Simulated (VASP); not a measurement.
Input of a VASP 6.6.1 run:

Contents of INCAR:

```
SYSTEM = Rh
ALGO     = Normal         ! electronic algorithm
EDIFF    = 1E-6           ! SCF threshold, eV
ENCUT    = 500            ! plane-wave cutoff, eV
GGA      = CA             ! functional
GGA_COMPAT= .FALSE.      
ISIF     = 2              ! what is computed and relaxed
ISMEAR   = -1             ! smearing method
LASPH    = .TRUE.         ! aspherical terms in the spheres
LCHARG   = .TRUE.         ! write CHGCAR
LELF     = .TRUE.         ! ELF
LREAL    = .FALSE.        ! projectors in reciprocal space
LVHAR    = .TRUE.       
LWAVE    = .FALSE.        ! write WAVECAR
NBANDS   = 14             ! bands
NELM     = 120            ! most SCF steps
PREC     = Accurate       ! precision mode
SIGMA    = 0.05           ! smearing width, eV
```

KPOINTS

```
k-points
0
G
  17 17 17
  0 0 0
```

Contents of POSCAR:

```
Rh
1.0
    0.0000000000      1.5829793114      1.5829793114
    1.5829793114      0.0000000000      1.5829793114
    1.5829793114      1.5829793114      0.0000000000
Rh
1
Direct
    0.0000000000      0.0000000000      0.0000000000
```

Potentials or basis: VASP PAW LDA potentials, release 64 (Rh_pv).

Command:

```sh
$ cat potpaw_LDA.64/Rh_pv/POTCAR > POTCAR
$ mpirun -np 1 vasp_std > vasp.out
```

(1) Estimate the pressure.

## Answers

(1) 568.3 GPa.
